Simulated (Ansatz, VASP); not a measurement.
## One calculation of C, two programs

```
C
1.0
     3.88411    0.00000    0.00000
     0.00000    3.88411    0.00000
     0.00000    0.00000    3.88411
C
8
Direct
  0.50000 0.50000 0.50000
  0.00000 0.00000 0.00000
  0.25000 0.00000 0.50000
  0.50000 0.25000 0.00000
  0.50000 0.75000 0.00000
  0.75000 0.00000 0.50000
  0.00000 0.50000 0.75000
  0.00000 0.50000 0.25000
```

Alike in both runs: task relaxation of cell and atoms; functional r2SCAN; k mesh 10 × 10 × 10; occupations gaussian, width 0.1 eV; no spin polarisation.

|  | VASP | Ansatz |
| --- | --- | --- |
| version | VASP 6.6.1 | Ansatz 0.2.0 |
| potentials or method | VASP PAW PBE potentials, release 64 (C), cutoff 600 eV | scalar-relativistic, plane waves, PAW |
| valence electrons in the cell | 32 | 32 |

|  | VASP | Ansatz | Ansatz less VASP |
| --- | --- | --- | --- |
| gap on the k mesh at the Fermi level, each at its own relaxed structure (eV) | none | none | - |
| relaxed volume (Å³/atom) | 7.41 | 7.41 | -0.001 |
| relaxed cell length with the largest relative difference (Å) | 3.899 | 3.899 | -0.0002 |

VASP's potentials were made for PBE, not for r2SCAN. A gap of «none» marks a metal or a gap that the smearing closes.
